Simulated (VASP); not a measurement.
# TiO2 (I4_1/amd) in VASP: notebook

The runs below take TiO2 through single point, with PBE.

Everything below comes from runs of VASP 6.6.1. Logs are shortened: lines on timing, memory, paths and dates and some standing lists are left out, and cuts for length are marked.

## (1) The cell of the first run

Symmetry: I4_1/amd, No. 141, tetragonal system. The conventional cell has a = 3.685 Å, b = 3.685 Å, c = 9.842 Å, α = 90.00°, β = 90.00°, γ = 90.00°. Within 2.5 Å of Ti (site symmetry -4m2) lie 6 O at 1.89 to 2.03 Å. Within 2.5 Å of O (site symmetry 2mm) lie 3 Ti at 1.89 to 2.03 Å and 2 O at 2.44 Å.

## (2) Single point, PBE (strain -0.030 along x and y, +0.015 along z)

INCAR

```
SYSTEM = TiO2
  ALGO = Normal
  EDIFF = 1E-6
  ENCUT = 520
  GGA = PE
  ISIF = 2
  ISMEAR = 0
  LASPH = .True.
  LCHARG = .True.
  LELF = .True.
  LREAL = .False.
  LVHAR = .True.
  LWAVE = .False.
  NBANDS = 33
  NELM = 60
  PREC = Accurate
  SIGMA = 0.05
```

KPOINTS

```
k-points
0
Gamma
  10 10 10
  0 0 0
```

POSCAR

```
TiO2
1.0
   -1.8426229311      1.8426229311      4.9211751310
    1.8426229311     -1.8426229311      4.9211751310
    1.8426229311      1.8426229311     -4.9211751310
Ti O
2 4
Direct
    0.0000000000      0.0000000000      0.0000000000
    0.7500000000      0.2500000000      0.5000000000
    0.2065067269      0.2065067269      0.0000000000
    0.9565067269      0.4565067269      0.5000000000
    0.5434932731      0.0434932731      0.5000000000
    0.7934932731      0.7934932731      0.0000000000
```

Potentials or basis: VASP PAW PBE potentials, release 64 (Ti_sv, O).

The run is started by

```
$ cat potpaw_PBE.64/Ti_sv/POTCAR potpaw_PBE.64/O/POTCAR > POTCAR
$ mpirun -np 1 vasp_std > vasp.out
```

OUTCAR:

```text
SYSTEM = TiO2
   EDIFF = 1E-6
   ENCUT = 520
   GGA = PE
   ISIF = 2
   ISMEAR = 0
   LASPH = .True.
   LREAL = .False.
   NELM = 60
   PREC = Accurate

 ion  position               nearest neighbor table
   1  0.000  0.000  0.000-   5 1.89   4 1.89   5 1.89   4 1.89   3 2.03   6 2.03
   2  0.750  0.250  0.500-   6 1.89   3 1.89   6 1.89   3 1.89   4 2.03   5 2.03
   3  0.207  0.207  0.000-   2 1.89   2 1.89   1 2.03
   4  0.957  0.457  0.500-   1 1.89   1 1.89   2 2.03
   5  0.543  0.043  0.500-   1 1.89   1 1.89   2 2.03
   6  0.793  0.793  0.000-   2 1.89   2 1.89   1 2.03

  LATTYP: Found a body centered tetragonal cell.
 ALAT       =     3.6852458622
 C/A-ratio  =     2.6707445392

  Lattice vectors:

 A1 = (  -1.8426229311,   1.8426229311,   4.9211751310)
 A2 = (   1.8426229311,  -1.8426229311,   4.9211751310)
 A3 = (   1.8426229311,   1.8426229311,  -4.9211751310)

Analysis of symmetry for initial positions (statically):
=====================================================================
 Subroutine PRICEL returns:
 Original cell was already a primitive cell.

 Routine SETGRP: Setting up the symmetry group for a
 body centered tetragonal supercell.

 Subroutine GETGRP returns: Found 16 space group operations
 (whereof  8 operations were pure point group operations)
 out of a pool of 16 trial point group operations.

The static configuration has the point symmetry D_2d.
 The point group associated with its full space group is D_4h.

Analysis of symmetry for dynamics (positions and initial velocities):
=====================================================================
 Subroutine PRICEL returns:
 Original cell was already a primitive cell.

 Routine SETGRP: Setting up the symmetry group for a
 body centered tetragonal supercell.

 Subroutine GETGRP returns: Found 16 space group operations
 (whereof  8 operations were pure point group operations)
 out of a pool of 16 trial point group operations.

The dynamic configuration has the point symmetry D_2d.
 The point group associated with its full space group is D_4h.

 Subroutine INISYM returns: Found 16 space group operations
 (whereof  8 operations are pure point group operations),
 and found     1 'primitive' translations

----------------------------------------------------------------------------------------

[... 96 lines left out ...]
   LSORBIT =      F    spin-orbit coupling
   LASPH  =      T    aspherical Exc in radial PAW
   ENCUT  =  520.0 eV  38.22 Ry    6.18 a.u.  10.35 10.35 10.35*2*pi/ulx,y,z
   NELM   =     60;   NELMIN=  2; NELMDL= -5     # of ELM steps
   EDIFF  = 0.1E-05   stopping-criterion for ELM
   LREAL  =      F    real-space projection
   EDIFFG = 0.1E-04   stopping-criterion for IOM
   NSW    =      0    number of steps for IOM
   IBRION =     -1    ionic relax: 0-MD 1-quasi-New 2-CG
   NFREE  =      0    steps in history (QN), initial steepest desc. (CG)
   ISIF   =      2    stress and relaxation
   ISYM   =      2    0-nonsym 1-usesym 2-fastsym
   POTIM  = 0.5000    time-step for ionic-motion
   TEBEG  =    0.0;   TEEND  =   0.0 temperature during run
   PSTRESS=    0.0 pullay stress
   NELECT =      48.0000    total number of electrons
   NUPDOWN=      -1.0000    fix difference up-down
   EMIN   =  10.00;   EMAX   =-10.00  energy-range for DOS
   EFERMI =   0.00;   METHOD = LEGACY
   ISMEAR =     0;   SIGMA  =   0.05  broadening in eV -4-tet -1-fermi 0-gaus
   EFERMI_NEDOS =   21; number of points for ismear=-14 and -15
   IALGO  =     38    algorithm
   IMIX   =      4    mixing-type and parameters
     AMIX     =   0.40;   BMIX     =  1.00
     AMIX_MAG =   1.60;   BMIX_MAG =  1.00
  volume/ion in A,a.u.               =      11.14        75.17
  Fermi-wavevector in a.u.,A,eV,Ry     =   1.466070  2.770470 29.243829  2.149361
  Thomas-Fermi vector in A             =   2.581851
   LORBIT       =      0    0 simple, 1 ext, 2 COOP (PROOUT), +10 PAW based schemes
   GGA     = PE    functional components
   LHFCALC =     F    Hartree Fock is set to
   AEXX    =    0.0000 exact exchange contribution
   IVDW    =     0    specifies the selected vdW correction
   LEPSILON=     F    determine dielectric tensor
   LRPA    =     F    only Hartree local field effects (RPA)
 non-spin polarized calculation
 Gauss-broadening in eV      SIGMA  =   0.05
  energy-cutoff  :      520.00
  volume of cell :       66.83
 maximum number of plane-waves:      1818
 NGX is ok and might be reduce to    42
   NGX = 21   NGY = 21   NGZ = 21

 number of electron      47.9999997 magnetization

 Free energy of the ion-electron system (eV)
  ---------------------------------------------------
  ext. energy  EPLUGINS =         0.00000000
  ---------------------------------------------------
  free energy    TOTEN  =       -53.67931574 eV

  energy without entropy =      -53.67931574  energy(sigma->0) =      -53.67931574

 E-fermi :   3.8929     XC(G=0): -10.8306

 val. band max:        3.6219925438   @ k =  -0.4000   0.4000   0.0000
 cond. band min:       5.8955132632   @ k =   0.0000   0.0000   0.0000
 fundamental gap:      2.2735207193
 Fermi energy:         3.8929356113

 k-point     1 :       0.0000    0.0000    0.0000
  band No.  band energies     occupation
      1     -52.6628      2.00000
      2     -52.6087      2.00000
      3     -29.1306      2.00000
      4     -28.9056      2.00000
      5     -28.9056      2.00000
      6     -28.8454      2.00000
[... 853 lines left out ...]
     32      10.0097      0.00000
     33      11.2923      0.00000

 [... further k-points ...]
[... 5 lines left out ...]
  --------------------------------------------------------------------------------------
  -------------------------------------------------------------------------------------
  Total        6.3885059      6.3885059      1.7767243      0.0000000      0.0000000      0.0000000
  in kB      153.1468705    153.1468705     42.5920818      0.0000000      0.0000000      0.0000000
  external PRESSURE =     116.2952743 kB  Pullay stress =       0.0000000 kB

 VOLUME and BASIS-vectors are now :
 -----------------------------------------------------------------------------
  energy-cutoff  :      520.00
  volume of cell :       66.83
      direct lattice vectors                 reciprocal lattice vectors
    -1.842622931  1.842622931  4.921175131     0.000000000  0.271352316  0.101601749
     1.842622931 -1.842622931  4.921175131     0.271352316  0.000000000  0.101601749
     1.842622931  1.842622931 -4.921175131     0.271352316  0.271352316  0.000000000

 POSITION                                       TOTAL-FORCE (eV/Angst)
 -----------------------------------------------------------------------------------
      0.00000      0.00000      0.00000         0.000000      0.000000     -0.000000
      0.00000      1.84262      2.46059         0.000000      0.000000     -0.000000
      0.00000      0.00000      2.03251        -0.000000     -0.000000     -0.331677
      0.00000      1.84262      4.49310         0.000000      0.000000     -0.331677
      0.00000      1.84262      0.42808        -0.000000     -0.000000      0.331677
      0.00000      0.00000      7.80984         0.000000      0.000000      0.331677
 -----------------------------------------------------------------------------------
    total drift:                               -0.000000      0.000000      0.000000

  FREE ENERGIE OF THE ION-ELECTRON SYSTEM (eV)
  ---------------------------------------------------
  free  energy   TOTEN  =       -53.6793157362 eV

  energy  without entropy=      -53.6793157362  energy(sigma->0) =      -53.67931574
```

OSZICAR:

```text
N       E                     dE             d eps       ncg     rms          rms(c)
DAV:   1     0.664803508166E+03    0.66480E+03   -0.24300E+04  6732   0.170E+03
DAV:   2     0.318617990213E+02   -0.63294E+03   -0.58679E+03  7318   0.510E+02
DAV:   3    -0.655669605297E+02   -0.97429E+02   -0.95748E+02  9210   0.191E+02
DAV:   4    -0.705562509021E+02   -0.49893E+01   -0.49788E+01 10181   0.419E+01
DAV:   5    -0.707352148633E+02   -0.17896E+00   -0.17894E+00  8500   0.626E+00    0.334E+01
DAV:   6    -0.536671125241E+02    0.17068E+02   -0.76684E+01  9456   0.899E+01    0.107E+01
DAV:   7    -0.538477817680E+02   -0.18067E+00   -0.14222E+01  9198   0.317E+01    0.989E+00
DAV:   8    -0.536857275508E+02    0.16205E+00   -0.53647E-01  8943   0.707E+00    0.614E+00
DAV:   9    -0.537113853134E+02   -0.25658E-01   -0.56987E-01  9743   0.808E+00    0.190E+00
DAV:  10    -0.536869794384E+02    0.24406E-01   -0.19637E-01  9133   0.487E+00    0.866E-01
DAV:  11    -0.536796089765E+02    0.73705E-02   -0.31625E-02  9373   0.115E+00    0.299E-01
DAV:  12    -0.536794524030E+02    0.15657E-03   -0.25821E-03  7971   0.633E-01    0.104E-01
DAV:  13    -0.536793609543E+02    0.91449E-04   -0.83402E-04  9024   0.377E-01    0.550E-02
DAV:  14    -0.536793153860E+02    0.45568E-04   -0.11619E-04  9726   0.947E-02    0.112E-02
DAV:  15    -0.536793153172E+02    0.68787E-07   -0.12636E-05  8927   0.266E-02    0.537E-03
DAV:  16    -0.536793157362E+02   -0.41893E-06   -0.10807E-06  4956   0.981E-03
   1 F= -.53679316E+02 E0= -.53679316E+02  d E =-.200660E-16
```

stdout:

```text
POSCAR found type information on POSCAR TiO
 POSCAR found :  2 types and       6 ions
 scaLAPACK will be used
 LDA part: xc-table for (Slater+PW92), standard interpolation
 POSCAR, INCAR and KPOINTS ok, starting setup
 FFT: planning ... GRIDC
 FFT: planning ... GRID_SOFT
 FFT: planning ... GRID
 WAVECAR not read
 entering main loop
```

Run time: 15 min. Hardware: 1 thread of Intel Xeon 8259CL, shared host; peak memory 0.37 GiB.

What came out:

| Item | Value |
| --- | --- |
| Free energy | -53.6793 eV |
| Pressure | 11.6 GPa |
| Largest force | 0.332 eV/Å |
| Band gap on the k mesh | 2.27 eV (least direct gap 2.64 eV) |

Forces on the atoms (eV/Å):
```
Ti   0.000  0.000  0.000
Ti   0.000  0.000  0.000
O    0.000  0.000 -0.332
O    0.000  0.000 -0.332
O    0.000  0.000  0.332
O    0.000  0.000  0.332
```

Levels at points of the mesh, in eV from the valence-band top:
```tsv
k point	band 20	band 21	band 22	band 23	band 24	band 25	band 26	band 27	band 28	band 29
(0.00, 0.00, 0.00)	-0.95	-0.95	-0.93	-0.49	-0.49	2.27	2.89	4.30	4.30	4.31
(0.50, 0.00, 0.00)	-2.05	-1.92	-0.98	-0.94	-0.75	3.50	3.64	3.70	3.82	4.51
(0.50, 0.50, 0.00)	-2.68	-2.17	-2.17	-0.05	-0.05	3.34	3.34	3.87	3.87	5.20
(0.50, 0.50, 0.50)	-1.42	-1.34	-1.34	-0.16	-0.16	2.57	2.57	4.02	4.02	4.57
```

Caveat: the cell differs from its parent crystal (strain -0.030 along x and y, +0.015 along z); the cell stands under pressure.

## (3) Single point, PBE (strain -0.015 along x and y, -0.015 along z)

INCAR

```
ALGO     = Normal         # electronic algorithm
EDIFF    = 1E-6           # SCF threshold, eV
ENCUT    = 520            # plane-wave cutoff, eV
GGA      = PE             # functional
ISIF     = 2              # what is computed and relaxed
ISMEAR   = 0              # smearing method
LASPH    = T              # aspherical terms in the spheres
LCHARG   = T              # write CHGCAR
LELF     = T              # ELF
LREAL    = F              # projectors in reciprocal space
LVHAR    = T            
LWAVE    = F              # write WAVECAR
NBANDS   = 33             # bands
NELM     = 100            # most SCF steps
PREC     = Accurate       # precision mode
SIGMA    = 0.05           # smearing width, eV
```

KPOINTS

```
k-points
0
Gamma
  10 10 10
```

Edit POSCAR of step 2 so:

```diff
@@ -2,5 +2,5 @@
 1.0
-   -1.8426229311      1.8426229311      4.9211751310
-    1.8426229311     -1.8426229311      4.9211751310
-    1.8426229311      1.8426229311     -4.9211751310
+   -1.8711171002      1.8711171002      4.7757216788
+    1.8711171002     -1.8711171002      4.7757216788
+    1.8711171002      1.8711171002     -4.7757216788
 Ti O
```

Potentials or basis: VASP PAW PBE potentials, release 64 (Ti_sv, O).

The run is started by

```
$ cat potpaw_PBE.64/Ti_sv/POTCAR potpaw_PBE.64/O/POTCAR > POTCAR
$ mpirun -np 1 vasp_std > vasp.out
```

Wall time 15 min (1 thread of Intel Xeon 8259CL, shared host); peak memory 0.37 GiB.

It converged, with:

| Item | Value |
| --- | --- |
| Free energy | -53.7506 eV |
| Pressure | 11.1 GPa |
| Largest force | 0.274 eV/Å |
| Band gap on the k mesh | 2.22 eV (least direct gap 2.52 eV) |

Forces in eV/Å, atoms in the order of the input:
```
Ti   0.000  0.000  0.000
Ti   0.000  0.000  0.000
O    0.000  0.000  0.274
O    0.000  0.000  0.274
O    0.000  0.000 -0.274
O    0.000  0.000 -0.274
```

Stress tensor (GPa, compression positive):
```
10.88  0.00  0.00
 0.00 10.88  0.00
 0.00  0.00 11.48
```

Levels at points of the mesh, in eV from the valence-band top:
| k point | band 21 | band 22 | band 23 | band 24 | band 25 | band 26 | band 27 | band 28 |
| --- | --- | --- | --- | --- | --- | --- | --- | --- |
| (0.00, 0.00, 0.00) | -0.75 | -0.75 | -0.45 | -0.45 | 2.22 | 2.95 | 4.23 | 4.23 |
| (0.50, 0.00, 0.00) | -1.97 | -0.94 | -0.78 | -0.63 | 3.38 | 3.69 | 3.74 | 3.76 |
| (0.50, 0.50, 0.00) | -2.05 | -2.05 | -0.04 | -0.04 | 3.43 | 3.43 | 3.93 | 3.93 |
| (0.50, 0.50, 0.50) | -1.23 | -1.23 | -0.07 | -0.07 | 2.57 | 2.57 | 3.94 | 3.94 |

Caveat: the cell differs from its parent crystal (strain -0.015 along x and y, -0.015 along z); the cell stands under pressure. A k mesh can miss the band edges.

## (4) Single point, PBE (strain -0.030 along x and y, +0.030 along z)

INCAR

```
SYSTEM = TiO2
ALGO = Normal ; EDIFF = 1E-6
ENCUT = 520 ; GGA = PE
ISIF = 2 ; ISMEAR = 0
LASPH = .TRUE. ; LCHARG = .TRUE.
LELF = .TRUE. ; LREAL = .FALSE.
LVHAR = .TRUE. ; LWAVE = .FALSE.
NBANDS = 33 ; NELM = 100
PREC = Accurate ; SIGMA = 0.05
```

KPOINTS

```
k-points
0
G
  10 10 10
  0 0 0
```

Edit POSCAR of step 3 so:

```diff
@@ -2,5 +2,5 @@
 1.0
-   -1.8711171002      1.8711171002      4.7757216788
-    1.8711171002     -1.8711171002      4.7757216788
-    1.8711171002      1.8711171002     -4.7757216788
+   -1.8426229311      1.8426229311      4.9939018570
+    1.8426229311     -1.8426229311      4.9939018570
+    1.8426229311      1.8426229311     -4.9939018570
 Ti O
```

The run is started by

```
$ cat potpaw_PBE.64/Ti_sv/POTCAR potpaw_PBE.64/O/POTCAR > POTCAR
$ mpirun -np 1 vasp_std > vasp.out
```

Run time: 12 min. Hardware: 1 thread of Intel Xeon 8259CL, shared host; peak memory 0.36 GiB.

It converged, with:

* Free energy: -53.6916 eV
* Pressure: 8.5 GPa
* Largest force: 0.532 eV/Å
* Band gap on the k mesh: 2.26 eV (least direct gap 2.64 eV)

Forces on the atoms (eV/Å):
```
Ti   0.000  0.000  0.000
Ti   0.000  0.000  0.000
O    0.000  0.000 -0.532
O    0.000  0.000 -0.532
O    0.000  0.000  0.532
O    0.000  0.000  0.532
```

Stress tensor (GPa, compression positive):
```
12.95  0.00  0.00
 0.00 12.95  0.00
 0.00  0.00 -0.54
```

Levels at points of the mesh, in eV from the valence-band top:
| k point | band 22 | band 23 | band 24 | band 25 | band 26 | band 27 |
| --- | --- | --- | --- | --- | --- | --- |
| (0.00, 0.00, 0.00) | -0.97 | -0.49 | -0.49 | 2.26 | 2.83 | 4.25 |
| (0.50, 0.00, 0.00) | -1.02 | -0.96 | -0.78 | 3.48 | 3.56 | 3.61 |
| (0.50, 0.50, 0.00) | -2.17 | -0.05 | -0.05 | 3.25 | 3.25 | 3.78 |
| (0.50, 0.50, 0.50) | -1.38 | -0.20 | -0.20 | 2.53 | 2.53 | 3.98 |

Caveat: the cell differs from its parent crystal (strain -0.030 along x and y, +0.030 along z); the cell stands under pressure. A k mesh can miss the band edges.

(Continued in part 2 of 2.)
